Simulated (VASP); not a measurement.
# HfN (Fm-3m) in VASP: settings compared

HfN is run at these levels: PBE+D3(BJ), r2SCAN+D3(BJ); tasks: single point.

Program: VASP 6.6.1. These are calculated values, not measurements. Logs are shortened: lines on timing, memory, paths and dates and some standing lists are left out, and cuts for length are marked.

## 1. The cell of the first run

Symmetry: Fm-3m, No. 225, cubic system. Conventional cell: a = 4.576 Å, b = 4.576 Å, c = 4.576 Å, α = 90.00°, β = 90.00°, γ = 90.00°. Hf (site symmetry m-3m) has 6 N at 2.29 Å within 3.0 Å. Within 3.0 Å of N (site symmetry m-3m) lie 6 Hf at 2.29 Å.

## 2. Single point, PBE+D3(BJ) (11.98 Å³/atom)

Contents of INCAR:

```
SYSTEM = HfN
ALGO = Normal ; EDIFF = 1E-7
ENCUT = 520 ; GGA = PE
ISIF = 2 ; ISMEAR = 0
IVDW = 12 ; LASPH = .TRUE.
LCHARG = .FALSE. ; LREAL = .FALSE.
LWAVE = .FALSE. ; NBANDS = 14
NELM = 80 ; PREC = Accurate
SIGMA = 0.05
```

Contents of KPOINTS:

```
k-points
0
G
  10 10 10
  0 0 0
```

Contents of POSCAR:

```
HfN
1.0
    0.0000000000      2.2882040548      2.2882040548
    2.2882040548      0.0000000000      2.2882040548
    2.2882040548      2.2882040548      0.0000000000
Hf N
1 1
Direct
    0.5000000000      0.5000000000      0.5000000000
    0.0000000000      0.0000000000      0.0000000000
```

Potentials or basis: VASP PAW PBE potentials, release 64 (Hf_pv, N).

Started as:

```sh
$ cat potpaw_PBE.64/Hf_pv/POTCAR potpaw_PBE.64/N/POTCAR > POTCAR
$ mpirun -np 1 vasp_std > vasp.out
```

OUTCAR:

```text
SYSTEM = HfN
   EDIFF = 1E-7
   ENCUT = 520
   GGA = PE
   ISIF = 2
   ISMEAR = 0
   IVDW = 12
   LASPH = .TRUE.
   LREAL = .FALSE.
   NELM = 80
   PREC = Accurate
 IVDW          = 12

 ion  position               nearest neighbor table
   1  0.500  0.500  0.500-   2 2.29   2 2.29   2 2.29   2 2.29   2 2.29   2 2.29
   2  0.000  0.000  0.000-   1 2.29   1 2.29   1 2.29   1 2.29   1 2.29   1 2.29

  LATTYP: Found a face centered cubic cell.
 ALAT       =     4.5764081096

  Lattice vectors:

 A1 = (   0.0000000000,   2.2882040548,   2.2882040548)
 A2 = (   2.2882040548,   0.0000000000,   2.2882040548)
 A3 = (   2.2882040548,   2.2882040548,   0.0000000000)

Analysis of symmetry for initial positions (statically):
=====================================================================
 Subroutine PRICEL returns:
 Original cell was already a primitive cell.

 Routine SETGRP: Setting up the symmetry group for a
 face centered cubic supercell.

 Subroutine GETGRP returns: Found 48 space group operations
 (whereof 48 operations were pure point group operations)
 out of a pool of 48 trial point group operations.

The static configuration has the point symmetry O_h .

Analysis of symmetry for dynamics (positions and initial velocities):
=====================================================================
 Subroutine PRICEL returns:
 Original cell was already a primitive cell.

 Routine SETGRP: Setting up the symmetry group for a
 face centered cubic supercell.

 Subroutine GETGRP returns: Found 48 space group operations
 (whereof 48 operations were pure point group operations)
 out of a pool of 48 trial point group operations.

The dynamic configuration has the point symmetry O_h .

 Subroutine INISYM returns: Found 48 space group operations
 (whereof 48 operations are pure point group operations),
 and found     1 'primitive' translations

----------------------------------------------------------------------------------------

                                     Primitive cell

  volume of cell :      23.9615

  direct lattice vectors                    reciprocal lattice vectors
     0.000000000  2.288204055  2.288204055    -0.218511981  0.218511981  0.218511981
     2.288204055  0.000000000  2.288204055     0.218511981 -0.218511981  0.218511981
     2.288204055  2.288204055  0.000000000     0.218511981  0.218511981 -0.218511981

  length of vectors
     3.236009208  3.236009208  3.236009208     0.378473852  0.378473852  0.378473852

  position of ions in fractional coordinates (direct lattice)
     0.500000000  0.500000000  0.500000000
     0.000000000  0.000000000  0.000000000

  ion indices of the primitive-cell ions
   primitive index   ion index
                 1           1
                 2           2

----------------------------------------------------------------------------------------

 KPOINTS: k-points

Automatic generation of k-mesh.
 Grid dimensions read from file:
 generate k-points for:   10   10   10

 Generating k-lattice:

  Cartesian coordinates                     Fractional coordinates (reciprocal lattice)
    -0.021851198  0.021851198  0.021851198     0.100000000  0.000000000  0.000000000
     0.021851198 -0.021851198  0.021851198     0.000000000  0.100000000  0.000000000
     0.021851198  0.021851198 -0.021851198     0.000000000  0.000000000  0.100000000

  Length of vectors
     0.037847385  0.037847385  0.037847385

  Shift w.r.t. Gamma in fractional coordinates (k-lattice)
     0.000000000  0.000000000  0.000000000

 Subroutine IBZKPT returns following result:
 ===========================================

 Found     47 irreducible k-points:

 Following reciprocal coordinates:
            Coordinates               Weight
  0.000000  0.000000  0.000000      1.000000
  0.100000  0.000000  0.000000      8.000000
  0.200000  0.000000  0.000000      8.000000
  0.300000  0.000000  0.000000      8.000000
  0.400000  0.000000  0.000000      8.000000
  0.500000  0.000000  0.000000      4.000000
[... 16 lines left out ...]
  0.300000  0.300000  0.000000      6.000000
  0.400000  0.300000  0.000000     24.000000
 [... further k-points ...]
   k-points           NKPTS =     47   k-points in BZ     NKDIM =     47   number of bands    NBANDS=     14
   number of dos      NEDOS =    301   number of ions     NIONS =      2
   total plane-waves  NPLWV =  13824
   dimension x,y,z NGX =    24 NGY =   24 NGZ =   24
   dimension x,y,z NGXF=    48 NGYF=   48 NGZF=   48
   ions per type =               1   1
   NGX,Y,Z   is equivalent  to a cutoff of  12.33, 12.33, 12.33 a.u.
   NGXF,Y,Z  is equivalent  to a cutoff of  24.66, 24.66, 24.66 a.u.
 SYSTEM =  HfN
   PREC   = accura    normal or accurate (medium, high low for compatibility)
   ISTART =      0    job   : 0-new  1-cont  2-samecut
   ICHARG =      2    charge: 1-file 2-atom 10-const
   ISPIN  =      1    spin polarized calculation?
   LNONCOLLINEAR =      F non collinear calculations
[... 70 lines left out ...]
     10       7.7190      2.00000
     11       9.4792      0.00000
     12       9.9219      0.00000
     13       9.9219      0.00000
     14      17.5172      0.00000

 k-point     2 :       0.1000    0.0000    0.0000
  band No.  band energies     occupation
      1     -23.3405      2.00000
      2     -23.2622      2.00000
      3     -23.2622      2.00000
      4      -9.0317      2.00000
      5       4.1533      2.00000
      6       4.5469      2.00000
      7       4.5469      2.00000
      8       7.9226      1.99999
      9       8.0291      1.81991
     10       8.0291      1.81991
     11      10.1934      0.00000
     12      10.6178      0.00000
     13      10.6178      0.00000
     14      18.2450      0.00000

 k-point     3 :       0.2000    0.0000    0.0000
  band No.  band energies     occupation
      1     -23.5574      2.00000
      2     -23.2815      2.00000
      3     -23.2815      2.00000
      4      -8.4676      2.00000
      5       2.5249      2.00000
      6       3.6037      2.00000
      7       3.6037      2.00000
      8       8.2739      0.00000
      9       8.8050      0.00000
     10       8.8050      0.00000
     11      11.6435      0.00000
     12      12.1964      0.00000
     13      12.1964      0.00000
     14      19.9537      0.00000

 k-point     4 :       0.3000    0.0000    0.0000
  band No.  band energies     occupation
      1     -23.8122      2.00000
      2     -23.3053      2.00000
      3     -23.3053      2.00000
      4      -7.7164      2.00000
      5       0.9749      2.00000
      6       2.7731      2.00000
      7       2.7731      2.00000
      8       8.9660      0.00000
      9       9.9009      0.00000
     10       9.9009      0.00000
     11      12.8850      0.00000
     12      14.0117      0.00000
     13      14.0117      0.00000
     14      20.0644      0.00000

 k-point     5 :       0.4000    0.0000    0.0000
  band No.  band energies     occupation
      1     -24.0087      2.00000
      2     -23.3243      2.00000
      3     -23.3243      2.00000
      4      -7.0285      2.00000
      5      -0.1749      2.00000
      6       2.2349      2.00000
      7       2.2349      2.00000
      8      10.0986      0.00000
      9      11.0264      0.00000
     10      11.0264      0.00000
     11      13.0262      0.00000
[... 276 lines left out ...]
 k-point    22 :      -0.2000    0.2000    0.0000
  band No.  band energies     occupation
      1     -23.7660      2.00000
      2     -23.4610      2.00000
      3     -23.2964      2.00000
      4      -7.6630      2.00000
      5       0.9384      2.00000
      6       2.5284      2.00000
      7       3.1807      2.00000
      8       9.0682      0.00000
      9       9.3392      0.00000
     10      11.0934      0.00000
     11      11.5038      0.00000
     12      14.3025      0.00000
     13      15.3951      0.00000
     14      20.0598      0.00000

 k-point    23 :       0.3000    0.3000    0.0000
  band No.  band energies     occupation
      1     -23.7420      2.00000
      2     -23.4310      2.00000
      3     -23.4310      2.00000
      4      -8.0304      2.00000
      5       1.3630      2.00000
      6       4.2221      2.00000
      7       4.2221      2.00000
      8       5.2712      2.00000
      9      11.1400      0.00000
     10      11.4469      0.00000
     11      11.9283      0.00000
     12      11.9283      0.00000
     13      16.6002      0.00000
     14      20.0697      0.00000

 k-point    24 :       0.4000    0.3000    0.0000
  band No.  band energies     occupation
      1     -23.8370      2.00000
      2     -23.4838      2.00000
      3     -23.4589      2.00000
      4      -7.9129      2.00000
      5       1.5429      2.00000
      6       3.5205      2.00000
      7       3.9729      2.00000
      8       5.6661      2.00000
      9      11.9257      0.00000
     10      12.3151      0.00000
     11      12.5384      0.00000
     12      12.5424      0.00000
     13      16.7561      0.00000
     14      18.8677      0.00000

 [... further k-points ...]

------------------------ aborting loop because EDIFF is reached ----------------------------------------

 Edisp (eV)   -0.74179

 E8    (eV) :    -0.3478

  FORCE on cell =-STRESS in cart. coord.  units (eV):
  Direction    XX          YY          ZZ          XY          YZ          ZX
  --------------------------------------------------------------------------------------
  -------------------------------------------------------------------------------------
  Total      -1.82417    -1.82417    -1.82417     0.00000     0.00000     0.00000
  in kB    -121.97253  -121.97253  -121.97253     0.00000     0.00000     0.00000
  external pressure =     -121.97 kB  Pullay stress =        0.00 kB

 VOLUME and BASIS-vectors are now :
 -----------------------------------------------------------------------------
  energy-cutoff  :      520.00
  volume of cell :       23.96
      direct lattice vectors                 reciprocal lattice vectors
     0.000000000  2.288204055  2.288204055    -0.218511981  0.218511981  0.218511981
     2.288204055  0.000000000  2.288204055     0.218511981 -0.218511981  0.218511981
     2.288204055  2.288204055  0.000000000     0.218511981  0.218511981 -0.218511981

 POSITION                                       TOTAL-FORCE (eV/Angst)
 -----------------------------------------------------------------------------------
      2.28820      2.28820      2.28820         0.000000     -0.000000     -0.000000
      0.00000      0.00000      0.00000        -0.000000      0.000000      0.000000
 -----------------------------------------------------------------------------------
    total drift:                                0.000000     -0.000000     -0.000000

  FREE ENERGIE OF THE ION-ELECTRON SYSTEM (eV)
  ---------------------------------------------------
  free  energy   TOTEN  =       -22.4780230590 eV

  energy  without entropy=      -22.4768772459  energy(sigma->0) =      -22.47745015
```

Run time: 7.2 s. Hardware: 1 thread of Intel Xeon Platinum 8488C (Sapphire Rapids), shared host; peak memory 0.15 GiB.

Results:

| Quantity | Value |
| --- | --- |
| Free energy | -22.4780 eV |
| Pressure | -12.2 GPa |
| Band gap on the k mesh | zero (an odd number of electrons rules out a gap without spin polarisation) |
| Dispersion energy per atom | -0.371 eV |

Levels at points of the mesh, in eV from the Fermi level:
| k point | band 6 | band 7 | band 8 | band 9 | band 10 | band 11 |
| --- | --- | --- | --- | --- | --- | --- |
| (0.00, 0.00, 0.00) | -3.02 | -3.02 | -0.36 | -0.36 | -0.36 | 1.40 |
| (0.50, 0.00, 0.00) | -6.03 | -6.03 | 3.07 | 3.48 | 3.48 | 4.19 |
| (0.50, 0.50, 0.00) | -3.71 | -3.71 | -3.67 | 3.86 | 5.12 | 5.20 |

Caveat: the cell stands under tension; spin-orbit coupling is left out, which moves the levels of the heavy elements.

## 3. Single point, r2SCAN+D3(BJ) (11.06 Å³/atom)

This run uses another cell than the first one, of 11.06 Å³/atom.

Contents of POSCAR:

```
HfN
1.0
    0.0000000000      2.2281518213      2.2281518213
    2.2281518213      0.0000000000      2.2281518213
    2.2281518213      2.2281518213      0.0000000000
Hf N
1 1
Direct
    0.5000000000      0.5000000000      0.5000000000
    0.0000000000      0.0000000000      0.0000000000
```

Contents of INCAR.step1:

```
SYSTEM = HfN
ALGO = Normal
EDIFF = 1E-4
ENCUT = 520
GGA = PE
ISMEAR = 0
LASPH = .TRUE.
LCHARG = .FALSE.
LREAL = .FALSE.
LWAVE = .TRUE.
NBANDS = 14
NELM = 100
PREC = Accurate
SIGMA = 0.05
```

Contents of INCAR.step2:

```
SYSTEM = HfN
ALGO = Normal
EDIFF = 1E-6
ENCUT = 520
ISIF = 2
ISMEAR = 0
ISTART = 1
IVDW = 12
LASPH = .TRUE.
LCHARG = .FALSE.
LMIXTAU = .TRUE.
LREAL = .FALSE.
LWAVE = .FALSE.
METAGGA = R2SCAN
NBANDS = 14
NELM = 100
PREC = Accurate
SIGMA = 0.05
VDW_A1 = 0.49484001
VDW_A2 = 5.73083694
VDW_S6 = 1.0
VDW_S8 = 0.78981345
```

KPOINTS is that of step 2.

Potentials or basis: VASP PAW PBE potentials, release 64 (Hf_pv, N).

Started as:

```sh
$ cat potpaw_PBE.64/Hf_pv/POTCAR potpaw_PBE.64/N/POTCAR > POTCAR
$ cp INCAR.step1 INCAR
$ mpirun -np 1 vasp_std > vasp.out
$ cp INCAR.step2 INCAR
$ mpirun -np 1 vasp_std > vasp.out
```

Wall time 29 s (1 thread of Intel Xeon Platinum 8488C (Sapphire Rapids), shared host); peak memory 0.16 GiB.

Results (log left out):

* Free energy: -58.5791 eV
* Pressure: 8.8 GPa
* Band gap on the k mesh: zero (an odd number of electrons rules out a gap without spin polarisation)
* Dispersion energy per atom: -0.191 eV

Levels at points of the mesh, in eV from the Fermi level:
| k point | band 4 | band 5 | band 6 | band 7 | band 8 | band 9 | band 10 | band 11 | band 12 | band 13 |
| --- | --- | --- | --- | --- | --- | --- | --- | --- | --- | --- |
| (0.00, 0.00, 0.00) | -18.98 | -3.51 | -3.51 | -3.51 | -0.39 | -0.39 | -0.39 | 2.08 | 2.08 | 2.45 |
| (0.50, 0.00, 0.00) | -16.06 | -9.62 | -6.90 | -6.90 | 3.56 | 3.97 | 3.97 | 4.82 | 9.57 | 9.57 |
| (0.50, 0.50, 0.00) | -17.93 | -5.96 | -4.19 | -4.19 | -4.11 | 4.34 | 5.86 | 5.86 | 6.28 | 9.04 |

Caveat: three body term missing; the cell stands under pressure; the PAW data sets were made with another functional, which shifts forces and pressure a little; spin-orbit coupling is left out, which moves the levels of the heavy elements.

## 4. Single point, r2SCAN+D3(BJ) (11.48 Å³/atom)

This run uses another cell than the first one, of 11.48 Å³/atom.

Contents of POSCAR:

```
HfN
1.0
    0.0000000000      2.2559865858      2.2559865858
    2.2559865858      0.0000000000      2.2559865858
    2.2559865858      2.2559865858      0.0000000000
Hf N
1 1
Direct
    0.5000000000      0.5000000000      0.5000000000
    0.0000000000      0.0000000000      0.0000000000
```

Contents of INCAR.step1:

```
SYSTEM = HfN
ALGO = Normal
EDIFF = 1E-4
ENCUT = 520
GGA = PE
ISMEAR = 0
LASPH = .True.
LCHARG = .False.
LREAL = .False.
LWAVE = .True.
NBANDS = 14
NELM = 100
PREC = Accurate
SIGMA = 0.05
```

Contents of INCAR.step2:

```
SYSTEM = HfN
ALGO = Normal
EDIFF = 1E-7
ENCUT = 520
ISIF = 2
ISMEAR = 0
ISTART = 1
IVDW = 12
LASPH = .True.
LCHARG = .True.
LELF = .True.
LMIXTAU = .True.
LREAL = .False.
LVHAR = .True.
LWAVE = .False.
METAGGA = R2SCAN
NBANDS = 14
NELM = 100
PREC = Accurate
SIGMA = 0.05
VDW_A1 = 0.49484001
VDW_A2 = 5.73083694
VDW_S6 = 1.0
VDW_S8 = 0.78981345
```

Contents of KPOINTS:

```
k-points
0
Gamma
  10 10 10
  0 0 0
```

Started as:

```sh
$ cat potpaw_PBE.64/Hf_pv/POTCAR potpaw_PBE.64/N/POTCAR > POTCAR
$ cp INCAR.step1 INCAR
$ mpirun -np 1 vasp_std > vasp.out
$ cp INCAR.step2 INCAR
$ mpirun -np 1 vasp_std > vasp.out
```

Run time: 32 s. Hardware: 1 thread of Intel Xeon Platinum 8488C (Sapphire Rapids), shared host; peak memory 0.16 GiB.

The run converged. Its results:

| Quantity | Value |
| --- | --- |
| Free energy | -58.5953 eV |
| Pressure | -2.7 GPa |
| Band gap on the k mesh | zero (an odd number of electrons rules out a gap without spin polarisation) |
| Dispersion energy per atom | -0.184 eV |

Levels at points of the mesh, in eV from the Fermi level:
| k point | band 6 | band 7 | band 8 | band 9 | band 10 | band 11 |
| --- | --- | --- | --- | --- | --- | --- |
| (0.00, 0.00, 0.00) | -3.47 | -3.47 | -0.37 | -0.37 | -0.37 | 1.99 |
| (0.50, 0.00, 0.00) | -6.70 | -6.70 | 3.38 | 3.77 | 3.77 | 4.61 |
| (0.50, 0.50, 0.00) | -4.17 | -4.17 | -3.94 | 4.13 | 5.56 | 5.56 |

Caveat: three body term missing; the PAW data sets were made with another functional, which shifts forces and pressure a little; spin-orbit coupling is left out, which moves the levels of the heavy elements.

## 5. Single point, r2SCAN+D3(BJ) (11.29 Å³/atom)

This run uses another cell than the first one, of 11.29 Å³/atom.

Contents of POSCAR:

```
HfN
1.0
    0.0000000000      2.2435188712      2.2435188712
    2.2435188712      0.0000000000      2.2435188712
    2.2435188712      2.2435188712      0.0000000000
Hf N
1 1
Direct
    0.5000000000      0.5000000000      0.5000000000
    0.0000000000      0.0000000000      0.0000000000
```

Contents of INCAR.step1:

```
SYSTEM = HfN
PREC = Accurate
ENCUT = 520
ISMEAR = 0
SIGMA = 0.05
LREAL = .FALSE.
LASPH = .TRUE.
NELM = 80
NBANDS = 14
GGA = PE
ALGO = Normal
EDIFF = 1E-4
LWAVE = .TRUE.
LCHARG = .FALSE.
```

Contents of INCAR.step2:

```
SYSTEM = HfN
PREC = Accurate
ENCUT = 520
EDIFF = 1E-6
ISMEAR = 0
SIGMA = 0.05
LREAL = .FALSE.
LASPH = .TRUE.
NELM = 80
ALGO = Normal
ISIF = 2
LWAVE = .FALSE.
LCHARG = .FALSE.
METAGGA = R2SCAN
LMIXTAU = .TRUE.
IVDW = 12
VDW_S6 = 1.0
VDW_S8 = 0.78981345
VDW_A1 = 0.49484001
VDW_A2 = 5.73083694
NBANDS = 14
ISTART = 1
```

Contents of KPOINTS:

```
Automatic mesh
0
G
  10 10 10
  0 0 0
```

Started as:

```sh
$ cat potpaw_PBE.64/Hf_pv/POTCAR potpaw_PBE.64/N/POTCAR > POTCAR
$ cp INCAR.step1 INCAR
$ mpirun -np 1 vasp_std > vasp.out
$ cp INCAR.step2 INCAR
$ mpirun -np 1 vasp_std > vasp.out
```

It took 28 s on 1 thread of Intel Xeon Platinum 8488C (Sapphire Rapids), shared host; peak memory 0.16 GiB.

Results (log left out):

```yaml
Free_energy: -58.5954 eV
Pressure: 2.2 GPa
Band_gap_on_the_k_mesh: zero (an odd number of electrons rules out a gap without spin polarisation)
Dispersion_energy_per_atom: -0.187 eV
```

Levels at points of the mesh, in eV from the Fermi level:
```csv
k point,band 5,band 6,band 7,band 8,band 9,band 10,band 11,band 12
"(0.00, 0.00, 0.00)",-3.49,-3.49,-3.49,-0.38,-0.38,-0.38,2.03,2.03
"(0.50, 0.00, 0.00)",-9.50,-6.79,-6.79,3.46,3.86,3.86,4.70,9.31
"(0.50, 0.50, 0.00)",-5.96,-4.18,-4.18,-4.01,4.22,5.70,5.70,6.03
```

Caveat: three body term missing; the PAW data sets were made with another functional, which shifts forces and pressure a little; spin-orbit coupling is left out, which moves the levels of the heavy elements.

## 6. Summary

```tsv
level	cell	gap on the mesh (eV)	pressure (GPa)
PBE+D3(BJ)	a = 3.236 Å, angles 60.0°, 2 atoms	none	-12.2
r2SCAN+D3(BJ)	a = 3.151 Å, angles 60.0°, 2 atoms	none	8.8
r2SCAN+D3(BJ)	a = 3.190 Å, angles 60.0°, 2 atoms	none	-2.7
r2SCAN+D3(BJ)	a = 3.173 Å, angles 60.0°, 2 atoms	none	2.2
```

Alike in all rows: task single point; potentials or basis VASP PAW PBE potentials, release 64 (Hf_pv, N); no spin polarisation; k mesh 10 × 10 × 10; cutoff (eV) 520; smearing gaussian 0.05 eV.

Caveats: spin-orbit coupling is left out, which moves the levels of the heavy elements; three body term missing (at least some runs); the PAW data sets were made with another functional, which shifts forces and pressure a little (at least some runs); the cell stands under tension (at least some runs); the cell stands under pressure (at least some runs).

Absolute energies hang on the potentials; compare differences alone.
